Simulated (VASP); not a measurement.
## Sb2Pt: electric field gradients with PBE

Sb2Pt:

```xyz
12
Lattice="6.4400 0.0000 0.0000 0.0000 6.4400 0.0000 0.0000 0.0000 6.4400" Properties=species:S:1:pos:R:3 pbc="T T T"
Sb    2.4150    2.4150    2.4150
Sb    0.8050    4.0250    5.6350
Sb    5.6350    0.8050    4.0250
Sb    4.0250    5.6350    0.8050
Sb    4.0250    4.0250    4.0250
Sb    5.6350    2.4150    0.8050
Sb    0.8050    5.6350    2.4150
Sb    2.4150    0.8050    5.6350
Pt    0.0000    0.0000    0.0000
Pt    3.2200    0.0000    3.2200
Pt    3.2200    3.2200    0.0000
Pt    0.0000    3.2200    3.2200
```

```yaml
Program: VASP 6.6.1
Task: electric field gradients
Functional: PBE
Potentials_or_basis: VASP PAW PBE potentials, release 64 (Sb, Pt)
Cutoff: 520 eV
k_mesh: 5 × 5 × 5
Occupations: fermi-dirac, width 0.05 eV
Spin: no spin polarisation
Dipole_correction: no
Further_INCAR_settings: ALGO = Normal; EDIFF = 1e-08; NBANDS = 52
```

| Property | Result |
| --- | --- |
| Pressure | 5.9 GPa |
| Band gap on the k mesh | zero (bands 40 and 41 overlap by 0.06 eV) |
| Largest electric field gradient by atom | Sb +56.4; Pt -20.2 V/Å² |

Levels at points of the mesh, in eV from the Fermi level:
```tsv
k point	band 36	band 37	band 38	band 39	band 40	band 41	band 42	band 43	band 44	band 45
(0.00, 0.00, 0.00)	-2.42	-1.85	-0.59	-0.59	-0.59	-0.04	-0.04	-0.04	0.85	3.23
```

Electric field gradients, principal values (V/Å²):
| atom | least | middle | greatest (by size) |
| --- | --- | --- | --- |
| 1 Sb | -28.192 | -28.192 | 56.383 |
| 2 Sb | -28.192 | -28.192 | 56.383 |
| 3 Sb | -28.192 | -28.192 | 56.383 |
| 4 Sb | -28.192 | -28.192 | 56.383 |
| 5 Sb | -28.192 | -28.192 | 56.383 |
| 6 Sb | -28.192 | -28.192 | 56.383 |
| 7 Sb | -28.192 | -28.192 | 56.383 |
| 8 Sb | -28.192 | -28.192 | 56.383 |
| 9 Pt | 10.086 | 10.086 | -20.172 |
| 10 Pt | 10.086 | 10.086 | -20.172 |
| 11 Pt | 10.086 | 10.086 | -20.172 |
| 12 Pt | 10.086 | 10.086 | -20.172 |

It took 5.6 min on 1 thread of Intel Xeon 8259CL, with other jobs on the host, peak memory 0.4 GiB.

Caveat: the cell stands under pressure; without QUAD_EFG the Cq values of the log hold for a quadrupole moment of 1 mb, not for the nuclei; spin-orbit coupling is left out, which moves the levels of the heavy elements.
